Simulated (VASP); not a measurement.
Input of a VASP 6.6.1 run:

File POSCAR:

```
Mg16HO15
1.0
   -4.2543812303      4.2543812303      4.2543812303
    4.2543812303     -4.2543812303      4.2543812303
    4.2543812303      4.2543812303     -4.2543812303
Mg O H
16 15 1
Direct
    0.0005090815      0.0002144343     -0.0008205872
    0.0003765485      0.2502071102      0.7490932657
    0.0005923653      0.5003415528      0.4991379106
    0.0004654329      0.7502106598      0.2491222167
    0.2504496769      0.0003337195      0.7492375082
    0.2405302603      0.2403051178      0.4991349300
    0.2406952446      0.5002471063      0.2392277797
    0.2505237153      0.7501910589     -0.0008860945
    0.5003855642      0.0002221538      0.4991823054
    0.5005410083      0.2403670928      0.2392476070
    0.5005567031      0.5002290945     -0.0009358860
    0.5005884242      0.7602655383      0.7590958505
    0.7504810458      0.0002399324      0.2491688928
    0.7505429955      0.2502385229     -0.0008236002
    0.7604695076      0.5002570608      0.7590916713
    0.7603884627      0.7601631636      0.4991032622
    0.0004229447      0.0002619518      0.4990509012
    0.0046970489      0.2523872886      0.2511956356
    0.0004830913      0.5002678387     -0.0008794388
   -0.0037114832      0.7481966511      0.7469959929
    0.2525332680      0.0044724034      0.2511828636
    0.2525963674      0.2523428757      0.0032228869
    0.2525786299      0.5002824994      0.7469975040
    0.2525789048      0.7482085150      0.4991131297
    0.5004859131      0.0002920300     -0.0009037013
    0.5004599295      0.2524135534      0.7470092024
    0.5004546422      0.7481579666      0.2511038521
    0.7483861865     -0.0038943716      0.7470044004
    0.7483680064      0.2523890694      0.4991426575
    0.7483539660      0.5002962186      0.2511688931
    0.7483739574      0.7481190094     -0.0051297252
    0.5005902141      0.5006008042      0.4992106549
```

File INCAR.step1:

```
PREC = Accurate
ENCUT = 520
EDIFF = 1E-5
ISMEAR = -1
SIGMA = 0.01
LREAL = Auto
LASPH = T
NELM = 120
ALGO = Normal
ISIF = 2
LWAVE = T
LCHARG = F
GGA = PE
NELECT = 122.0
NBANDS = 84
GGA_COMPAT = F
ISYM = -1
```

The input INCAR.step2:

```
PREC = Accurate
ENCUT = 520
EDIFF = 1E-6
ISMEAR = -1
SIGMA = 0.01
LREAL = Auto
LASPH = T
NELM = 120
ALGO = Normal
ISIF = 2
LWAVE = F
LCHARG = F
GGA = PE
LHFCALC = T
HFSCREEN = 0.2079
PRECFOCK = Fast
ISTART = 1
NELECT = 122.0
NBANDS = 84
GGA_COMPAT = F
ISYM = -1
```

KPOINTS

```
explicit points
1
Reciprocal
  0.25000000   0.25000000   0.25000000 1
```

Potentials or basis: VASP PAW PBE potentials, release 64 (Mg, O, H).

The run is started by

```console
$ cat potpaw_PBE.64/Mg/POTCAR potpaw_PBE.64/O/POTCAR potpaw_PBE.64/H/POTCAR > POTCAR
$ cp INCAR.step1 INCAR
$ mpirun -np 1 vasp_std > vasp.out
$ cp INCAR.step2 INCAR
$ mpirun -np 1 vasp_std > vasp.out
```

What does it give for the largest force?

0.168 eV/Å.

Forces in eV/Å, atoms in the order of the input:
```
Mg   0.000 -0.003  0.003
Mg   0.000  0.002  0.004
Mg   0.002  0.000 -0.005
Mg   0.001  0.000  0.002
Mg  -0.005  0.000  0.001
Mg   0.001 -0.002 -0.158
Mg   0.002 -0.168  0.000
Mg   0.003 -0.002  0.001
Mg  -0.002 -0.003  0.006
Mg  -0.163 -0.002  0.000
Mg   0.005 -0.004 -0.003
Mg   0.159 -0.004 -0.004
Mg   0.001 -0.003  0.000
Mg   0.002 -0.003  0.001
Mg  -0.001  0.156  0.002
Mg   0.001 -0.001  0.162
O    0.002  0.004 -0.004
O    0.000  0.012  0.010
O    0.000  0.005 -0.003
O   -0.001 -0.007 -0.010
O    0.010  0.004  0.012
O    0.013  0.013 -0.004
O   -0.011  0.000  0.010
O   -0.012  0.010 -0.001
O    0.002  0.004 -0.002
O   -0.004 -0.008  0.009
O    0.003  0.014 -0.010
O   -0.009  0.000 -0.011
O    0.006 -0.011  0.000
O    0.006  0.006 -0.007
O   -0.009 -0.010  0.002
H   -0.005  0.000 -0.003
```

Caveat: the cell carries a net charge on a neutralising background, which shifts energy and pressure; the PAW data sets were made with another functional, which shifts forces and pressure a little.
